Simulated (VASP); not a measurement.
Set up this calculation in VASP 6.6.1, as the native input.

| Property | Result |
| --- | --- |
| Task | single point |
| Functional | PBE |
| Potentials or basis | VASP PAW PBE potentials, release 64 (Zn, Au) |
| Cutoff | 520 eV |
| k mesh | 14 × 14 × 14 |
| Occupations | gaussian, width 0.1 eV |
| Spin | no spin polarisation |
| Dipole correction | no |
| Further INCAR settings | ALGO = Normal; EDIFF = 1e-07; NBANDS = 18 |

The structure of ZnAu lies in POSCAR:

```
ZnAu
1.0
    3.1216440315      0.0000000000      0.0000000000
    0.0000000000      3.1216440315      0.0000000000
    0.0000000000      0.0000000000      3.1216440315
Zn Au
1 1
Direct
    0.5000000000      0.5000000000      0.5000000000
    0.0000000000      0.0000000000      0.0000000000
```

This cell differs from its parent crystal: volume scaled by 0.94.

One way to write it, as run:

INCAR

```
PREC     = Accurate       # precision mode
ENCUT    = 520            # plane-wave cutoff, eV
EDIFF    = 1E-7           # SCF threshold, eV
ISMEAR   = 0              # smearing method
SIGMA    = 0.1            # smearing width, eV
LREAL    = F              # projectors in reciprocal space
LASPH    = T              # aspherical terms in the spheres
NELM     = 100            # most SCF steps
ALGO     = Normal         # electronic algorithm
ISIF     = 2              # what is computed and relaxed
LWAVE    = F              # write WAVECAR
LCHARG   = F              # write CHGCAR
GGA      = PE             # functional
NBANDS   = 18             # bands
```

KPOINTS

```
Automatic mesh
0
Gamma
  14 14 14
```

Potentials or basis: VASP PAW PBE potentials, release 64 (Zn, Au).

Command:

```bash
$ cat potpaw_PBE.64/Zn/POTCAR potpaw_PBE.64/Au/POTCAR > POTCAR
$ mpirun -np 1 vasp_std > vasp.out
```

It gave:

The pressure is 8.7 GPa.

Wall time 100 s on 1 thread of AMD EPYC 7R13 (shared host), peak memory 0.16 GiB.
